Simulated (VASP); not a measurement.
# K (Fm-3m) in VASP: notebook

Runs on K. Level: PBEsol+D3(BJ). Tasks: single point.

All numbers are computed with VASP 6.6.1; they aren't measurements. Logs are shortened: lines on timing, memory, paths and dates and some standing lists are left out, and cuts for length are marked.

## (1) The cell of the first run

It takes space group Fm-3m (No. 225, cubic). The conventional cell has a = 4.541 Å, b = 4.541 Å, c = 4.541 Å, α = 90.00°, β = 90.00°, γ = 90.00°. K (site symmetry m-3m) has 12 K at 3.21 Å within 4.2 Å.

This isn't the form of K at room conditions, which is bcc.

## (2) Single point, PBEsol+D3(BJ)

The input, INCAR:

```
PREC     = Accurate       # precision mode
ENCUT    = 500            # plane-wave cutoff, eV
EDIFF    = 1E-6           # SCF threshold, eV
ISMEAR   = 1              # smearing method
SIGMA    = 0.0419         # smearing width, eV
LREAL    = False          # projectors in reciprocal space
LASPH    = True           # aspherical terms in the spheres
NELM     = 120            # most SCF steps
ALGO     = Normal         # electronic algorithm
ISIF     = 2              # what is computed and relaxed
LWAVE    = False          # write WAVECAR
LCHARG   = False          # write CHGCAR
GGA      = PS             # functional
IVDW     = 12             # dispersion correction
NBANDS   = 10             # bands
GGA_COMPAT= False
```

The input, KPOINTS:

```
Automatic mesh
0
Gamma
  6 6 6
```

The input, POSCAR:

```
K
1.0
    0.0000000000      2.2704774614      2.2704774614
    2.2704774614      0.0000000000      2.2704774614
    2.2704774614      2.2704774614      0.0000000000
K
1
Direct
    0.0000000000      0.0000000000      0.0000000000
```

Potentials or basis: VASP PAW PBE potentials, release 64 (K_sv).

Run with:

```sh
$ cat potpaw_PBE.64/K_sv/POTCAR > POTCAR
$ mpirun -np 1 vasp_std > vasp.out
```

OUTCAR:

```text
PREC = Accurate
   ENCUT = 500
   EDIFF = 1E-6
   ISMEAR = 1
   LREAL = False
   LASPH = True
   NELM = 120
   ISIF = 2
   GGA = PS
   IVDW = 12
 IVDW          = 12

 ion  position               nearest neighbor table
   1  0.000  0.000  0.000-

  LATTYP: Found a face centered cubic cell.
 ALAT       =     4.5409549228

  Lattice vectors:

 A1 = (   0.0000000000,   2.2704774614,   2.2704774614)
 A2 = (   2.2704774614,   0.0000000000,   2.2704774614)
 A3 = (   2.2704774614,   2.2704774614,   0.0000000000)

Analysis of symmetry for initial positions (statically):
=====================================================================
 Subroutine PRICEL returns:
 Original cell was already a primitive cell.

 Routine SETGRP: Setting up the symmetry group for a
 face centered cubic supercell.

 Subroutine GETGRP returns: Found 48 space group operations
 (whereof 48 operations were pure point group operations)
 out of a pool of 48 trial point group operations.

The static configuration has the point symmetry O_h .

Analysis of symmetry for dynamics (positions and initial velocities):
=====================================================================
 Subroutine PRICEL returns:
 Original cell was already a primitive cell.

 Routine SETGRP: Setting up the symmetry group for a
 face centered cubic supercell.

 Subroutine GETGRP returns: Found 48 space group operations
 (whereof 48 operations were pure point group operations)
 out of a pool of 48 trial point group operations.

The dynamic configuration has the point symmetry O_h .

 Subroutine INISYM returns: Found 48 space group operations
 (whereof 48 operations are pure point group operations),
 and found     1 'primitive' translations

----------------------------------------------------------------------------------------

                                     Primitive cell

  volume of cell :      23.4089

  direct lattice vectors                    reciprocal lattice vectors
     0.000000000  2.270477461  2.270477461    -0.220217998  0.220217998  0.220217998
     2.270477461  0.000000000  2.270477461     0.220217998 -0.220217998  0.220217998
     2.270477461  2.270477461  0.000000000     0.220217998  0.220217998 -0.220217998

  length of vectors
     3.210940019  3.210940019  3.210940019     0.381428760  0.381428760  0.381428760

  position of ions in fractional coordinates (direct lattice)
     0.000000000  0.000000000  0.000000000

  ion indices of the primitive-cell ions
   primitive index   ion index
                 1           1

----------------------------------------------------------------------------------------

 KPOINTS: Automatic mesh

Automatic generation of k-mesh.
 Grid dimensions read from file:
 generate k-points for:    6    6    6

 Generating k-lattice:

  Cartesian coordinates                     Fractional coordinates (reciprocal lattice)
    -0.036703000  0.036703000  0.036703000     0.166666667  0.000000000  0.000000000
     0.036703000 -0.036703000  0.036703000     0.000000000  0.166666667  0.000000000
     0.036703000  0.036703000 -0.036703000     0.000000000  0.000000000  0.166666667

  Length of vectors
     0.063571460  0.063571460  0.063571460

  Shift w.r.t. Gamma in fractional coordinates (k-lattice)
     0.000000000  0.000000000  0.000000000

 Subroutine IBZKPT returns following result:
 ===========================================

 Found     16 irreducible k-points:

 Following reciprocal coordinates:
            Coordinates               Weight
  0.000000  0.000000  0.000000      1.000000
  0.166667  0.000000  0.000000      8.000000
  0.333333  0.000000  0.000000      8.000000
  0.500000  0.000000  0.000000      4.000000
  0.166667  0.166667  0.000000      6.000000
  0.333333  0.166667  0.000000     24.000000
[... 8 lines left out ...]
 -0.333333  0.333333  0.166667     24.000000
 -0.333333  0.500000  0.166667     12.000000
   k-points           NKPTS =     16   k-points in BZ     NKDIM =     16   number of bands    NBANDS=     10
   number of dos      NEDOS =    301   number of ions     NIONS =      1
   total plane-waves  NPLWV =  13824
   dimension x,y,z NGX =    24 NGY =   24 NGZ =   24
   dimension x,y,z NGXF=    48 NGYF=   48 NGZF=   48
   ions per type =               1
   NGX,Y,Z   is equivalent  to a cutoff of  12.43, 12.43, 12.43 a.u.
   NGXF,Y,Z  is equivalent  to a cutoff of  24.85, 24.85, 24.85 a.u.
 SYSTEM =  unknown system
   PREC   = accura    normal or accurate (medium, high low for compatibility)
   ISTART =      0    job   : 0-new  1-cont  2-samecut
   ICHARG =      2    charge: 1-file 2-atom 10-const
   ISPIN  =      1    spin polarized calculation?
   LNONCOLLINEAR =      F non collinear calculations
   LSORBIT =      F    spin-orbit coupling
   LASPH  =      T    aspherical Exc in radial PAW
   ENCUT  =  500.0 eV  36.75 Ry    6.06 a.u.   5.85  5.85  5.85*2*pi/ulx,y,z
   NELM   =    120;   NELMIN=  2; NELMDL= -5     # of ELM steps
   EDIFF  = 0.1E-05   stopping-criterion for ELM
   LREAL  =      F    real-space projection
   EDIFFG = 0.1E-04   stopping-criterion for IOM
   NSW    =      0    number of steps for IOM
   IBRION =     -1    ionic relax: 0-MD 1-quasi-New 2-CG
   NFREE  =      0    steps in history (QN), initial steepest desc. (CG)
   ISIF   =      2    stress and relaxation
   ISYM   =      2    0-nonsym 1-usesym 2-fastsym
   POTIM  = 0.5000    time-step for ionic-motion
   TEBEG  =    0.0;   TEEND  =   0.0 temperature during run
   PSTRESS=    0.0 pullay stress
   NELECT =       9.0000    total number of electrons
   NUPDOWN=      -1.0000    fix difference up-down
   EMIN   =  10.00;   EMAX   =-10.00  energy-range for DOS
   EFERMI =   0.00;   METHOD = LEGACY
   ISMEAR =     1;   SIGMA  =   0.04  broadening in eV -4-tet -1-fermi 0-gaus
   EFERMI_NEDOS =   21; number of points for ismear=-14 and -15
   IALGO  =     38    algorithm
   IMIX   =      4    mixing-type and parameters
     AMIX     =   0.40;   BMIX     =  1.00
     AMIX_MAG =   1.60;   BMIX_MAG =  1.00
  volume/ion in A,a.u.               =      23.41       157.97
  Fermi-wavevector in a.u.,A,eV,Ry     =   1.190406  2.249541 19.280362  1.417067
  Thomas-Fermi vector in A             =   2.326491
   LORBIT       =      0    0 simple, 1 ext, 2 COOP (PROOUT), +10 PAW based schemes
   GGA     = PS    functional components
   LHFCALC =     F    Hartree Fock is set to
   AEXX    =    0.0000 exact exchange contribution
   IVDW    =    12    specifies the selected vdW correction
   LEPSILON=     F    determine dielectric tensor
   LRPA    =     F    only Hartree local field effects (RPA)
 non-spin polarized calculation
 Methfessel and Paxton  Order N= 1 SIGMA  =   0.04
  energy-cutoff  :      500.00
  volume of cell :       23.41
 maximum number of plane-waves:       609
   NGX = 11   NGY = 11   NGZ = 11

 number of electron       9.0000001 magnetization

 Free energy of the ion-electron system (eV)
  ---------------------------------------------------
  ext. energy  EPLUGINS =         0.00000000
  ---------------------------------------------------
  free energy    TOTEN  =         0.62821947 eV

  energy without entropy =        0.62808451  energy(sigma->0) =        0.62817448

 E-fermi :   4.3979     XC(G=0):  -9.5434

 val. band max:        4.3625755341   @ k =  -0.3333   0.5000   0.1667
 cond. band min:       4.6786238542   @ k =  -0.3333   0.1667   0.0000
 fundamental gap:      0.3160483201
 Fermi energy:         4.3978503989

 k-point     1 :       0.0000    0.0000    0.0000
  band No.  band energies     occupation
      1     -28.4122      2.00000
      2     -10.9170      2.00000
      3     -10.9170      2.00000
      4     -10.9170      2.00000
      5       0.9892      2.00000
      6       8.8232      0.00000
      7       8.8232      0.00000
      8       8.8232      0.00000
      9      11.6199      0.00000
     10      11.6199      0.00000

 k-point     2 :       0.1667    0.0000    0.0000
  band No.  band energies     occupation
      1     -28.3164      2.00000
      2     -11.4620      2.00000
      3     -10.9723      2.00000
      4     -10.9723      2.00000
      5       1.9254      2.00000
      6       7.8694      0.00000
      7       9.1338      0.00000
      8       9.1338      0.00000
      9      11.2305      0.00000
     10      11.2305      0.00000

 k-point     3 :       0.3333    0.0000    0.0000
  band No.  band energies     occupation
      1     -28.1169      2.00000
      2     -12.4294      2.00000
      3     -11.0798      2.00000
      4     -11.0798      2.00000
      5       3.5800      2.00000
      6       7.0533      0.00000
      7       8.7842      0.00000
      8       8.7842      0.00000
      9      12.2840      0.00000
     10      12.2840      0.00000

 k-point     4 :       0.5000    0.0000    0.0000
  band No.  band energies     occupation
      1     -28.0128      2.00000
      2     -12.8705      2.00000
      3     -11.1320      2.00000
      4     -11.1320      2.00000
      5       4.0592      2.00000
      6       7.3393      0.00000
      7       8.4173      0.00000
      8       8.4173      0.00000
      9      13.6096      0.00000
     10      13.6096      0.00000

 k-point     5 :       0.1667    0.1667    0.0000
  band No.  band energies     occupation
      1     -28.2848      2.00000
      2     -11.4478      2.00000
      3     -11.0830      2.00000
      4     -11.0830      2.00000
      5       2.2097      2.00000
      6       7.4238      0.00000
      7       9.5394      0.00000
      8       9.5394      0.00000
      9       9.7409      0.00000
     10      12.0443      0.00000

 k-point     6 :       0.3333    0.1667    0.0000
  band No.  band energies     occupation
      1     -28.1199      2.00000
      2     -12.1496      2.00000
      3     -11.2341      2.00000
      4     -11.2166      2.00000
      5       3.6488      2.00000
      6       6.5880      0.00000
      7       8.1322      0.00000
      8       9.7746      0.00000
      9      11.2403      0.00000
     10      12.8423      0.00000
[... 79 lines left out ...]
 k-point    13 :       0.5000    0.5000    0.0000
  band No.  band energies     occupation
      1     -27.8858      2.00000
      2     -12.6863      2.00000
      3     -11.5538      2.00000
      4     -11.5538      2.00000
      5       3.4340      2.00000
      6       5.0237     -0.00000
      7       9.6358      0.00000
      8      13.6335      0.00000
      9      14.2212      0.00000
     10      14.2212      0.00000

 k-point    14 :       0.5000    0.3333    0.1667
  band No.  band energies     occupation
      1     -27.9851      2.00000
      2     -12.3744      2.00000
      3     -11.6784      2.00000
      4     -11.3116      2.00000
      5       4.7143     -0.00000
      6       6.3262      0.00000
      7       7.0653      0.00000
      8      10.4693      0.00000
      9      11.8015      0.00000
     10      14.5862      0.00000

 k-point    15 :      -0.3333    0.3333    0.1667
  band No.  band energies     occupation
      1     -27.9160      2.00000
      2     -12.4168      2.00000
      3     -11.9147      2.00000
      4     -11.4203      2.00000
      5       5.2522      0.00000
      6       6.0497      0.00000
      7       7.2824      0.00000
      8      10.0219      0.00000
      9      13.0457      0.00000
     10      15.2661      0.00000

 k-point    16 :      -0.3333    0.5000    0.1667
  band No.  band energies     occupation
      1     -27.8838      2.00000
      2     -12.4272      2.00000
      3     -11.8634      2.00000
      4     -11.6100      2.00000
      5       4.3626      2.00000
      6       5.9284      0.00000
      7       8.0691      0.00000
      8      10.7397      0.00000
      9      14.2305      0.00000
     10      15.4877      0.00000

------------------------ aborting loop because EDIFF is reached ----------------------------------------

 Edisp (eV)   -0.40156

 E8    (eV) :    -0.3012

  FORCE on cell =-STRESS in cart. coord.  units (eV):
  Direction    XX          YY          ZZ          XY          YZ          ZX
  --------------------------------------------------------------------------------------
  -------------------------------------------------------------------------------------
  Total       2.89575     2.89575     2.89575     0.00000     0.00000    -0.00000
  in kB     198.19400   198.19400   198.19400     0.00000     0.00000    -0.00000
  external pressure =      198.19 kB  Pullay stress =        0.00 kB

 VOLUME and BASIS-vectors are now :
 -----------------------------------------------------------------------------
  energy-cutoff  :      500.00
  volume of cell :       23.41
      direct lattice vectors                 reciprocal lattice vectors
     0.000000000  2.270477461  2.270477461    -0.220217998  0.220217998  0.220217998
     2.270477461  0.000000000  2.270477461     0.220217998 -0.220217998  0.220217998
     2.270477461  2.270477461  0.000000000     0.220217998  0.220217998 -0.220217998

 POSITION                                       TOTAL-FORCE (eV/Angst)
 -----------------------------------------------------------------------------------
      0.00000      0.00000      0.00000         0.000000      0.000000      0.000000
 -----------------------------------------------------------------------------------
    total drift:                                0.000000     -0.000000     -0.000000

  FREE ENERGIE OF THE ION-ELECTRON SYSTEM (eV)
  ---------------------------------------------------
  free  energy   TOTEN  =         0.2266635734 eV

  energy  without entropy=        0.2265286111  energy(sigma->0) =        0.22661859
```

Run time: 5.1 s. Hardware: 1 thread of Intel Xeon Platinum 8259CL at 2.50GHz (Skylake/Cascade Lake), shared host; peak memory 0.14 GiB.

Results:

```
Free energy                : 0.2267 eV
Pressure                   : 19.8 GPa
Band gap on the k mesh     : zero (an odd number of electrons rules out a gap without spin polarisation)
Dispersion energy per atom : -0.402 eV
```

Levels at points of the mesh, in eV from the Fermi level:
```tsv
k point	band 3	band 4	band 5	band 6	band 7	band 8
(0.00, 0.00, 0.00)	-15.31	-15.31	-3.41	4.43	4.43	4.43
(0.50, 0.00, 0.00)	-15.53	-15.53	-0.34	2.94	4.02	4.02
(0.50, 0.50, 0.00)	-15.95	-15.95	-0.96	0.63	5.24	9.24
```

Caveat: the k points lie up to 0.40 Å⁻¹ apart, too coarse for converged energies and pressures of a metal; three body term missing; the PAW data sets were made with another functional, which shifts forces and pressure a little.

## (3) Single point, PBEsol+D3(BJ)

This run uses another cell than the first one, of 20.32 Å³/atom.

The input, INCAR:

```
SYSTEM = K
ALGO = Normal
EDIFF = 1E-6
ENCUT = 500
GGA = PS
GGA_COMPAT = .FALSE.
ISIF = 2
ISMEAR = 1
IVDW = 12
LASPH = .TRUE.
LCHARG = .FALSE.
LREAL = .FALSE.
LWAVE = .FALSE.
NBANDS = 10
NELM = 120
PREC = Accurate
SIGMA = 0.05
```

The input, KPOINTS:

```
k-points
0
G
  6 6 6
  0 0 0
```

The input, POSCAR:

```
K
1.0
    0.0000000000      2.1656973349      2.1656973349
    2.1656973349      0.0000000000      2.1656973349
    2.1656973349      2.1656973349      0.0000000000
K
1
Direct
    0.0000000000      0.0000000000      0.0000000000
```

Potentials or basis: VASP PAW PBE potentials, release 64 (K_sv).

Run with:

```sh
$ cat potpaw_PBE.64/K_sv/POTCAR > POTCAR
$ mpirun -np 1 vasp_std > vasp.out
```

Wall time 6.3 s (1 thread of Intel Xeon Platinum 8259CL at 2.50GHz (Skylake/Cascade Lake), shared host); peak memory 0.14 GiB.

It converged, with:

```
Free energy                : 0.6989 eV
Pressure                   : 30.0 GPa
Band gap on the k mesh     : zero (an odd number of electrons rules out a gap without spin polarisation)
Dispersion energy per atom : -0.463 eV
```

Levels at points of the mesh, in eV from the Fermi level:
```tsv
k point	band 3	band 4	band 5	band 6	band 7	band 8
(0.00, 0.00, 0.00)	-14.97	-14.97	-2.89	4.63	4.63	4.63
(0.50, 0.00, 0.00)	-15.26	-15.26	-0.20	4.13	4.19	4.19
(0.50, 0.50, 0.00)	-15.84	-15.84	-1.14	0.43	6.74	10.08
```

Caveat: the k points lie up to 0.42 Å⁻¹ apart, too coarse for converged energies and pressures of a metal; three body term missing; the PAW data sets were made with another functional, which shifts forces and pressure a little.

(Continued in part 2 of 2.)
